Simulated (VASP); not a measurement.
A run of VASP 6.6.1 is set up as follows.

The input INCAR:

```
SYSTEM = CaO
  ALGO = Normal
  EDIFF = 1E-7
  ENCUT = 520
  GGA = PE
  ISIF = 2
  ISMEAR = 0
  LASPH = .True.
  LCHARG = .False.
  LREAL = .False.
  LWAVE = .False.
  NBANDS = 24
  NELM = 60
  PREC = Accurate
  SIGMA = 0.05
```

The input KPOINTS:

```
k-points
0
Gamma
  9 9 6
  0 0 0
```

The input POSCAR:

```
CaO
1.0
    3.9245805265      0.0000000000      0.0000000000
   -1.9622902632      3.3987864351      0.0000000000
    0.0000000000      0.0000000000      5.0000688124
Ca O
2 2
Direct
    0.3333333333      0.6666666667      0.7500000000
    0.6666666667      0.3333333333      0.2500000000
    0.3333333333      0.6666666667      0.2500000000
    0.6666666667      0.3333333333      0.7500000000
```

Potentials or basis: VASP PAW PBE potentials, release 64 (Ca_sv, O).

The run is started by

```sh
$ cat potpaw_PBE.64/Ca_sv/POTCAR potpaw_PBE.64/O/POTCAR > POTCAR
$ mpirun -np 1 vasp_std > vasp.out
```

What does it give for the pressure?

0.9 GPa.

What does it give for the band gap on the k mesh?

3.25 eV, direct.

Stress tensor (GPa, compression positive):
```
 3.14  0.00  0.00
 0.00  3.14  0.00
 0.00  0.00 -3.66
```

Caveat: the cell differs from its parent crystal (strain +e along x and -e along y +0.0000, strain +e along z and -e/2 along x and y +0.0400). A k mesh can miss the band edges.
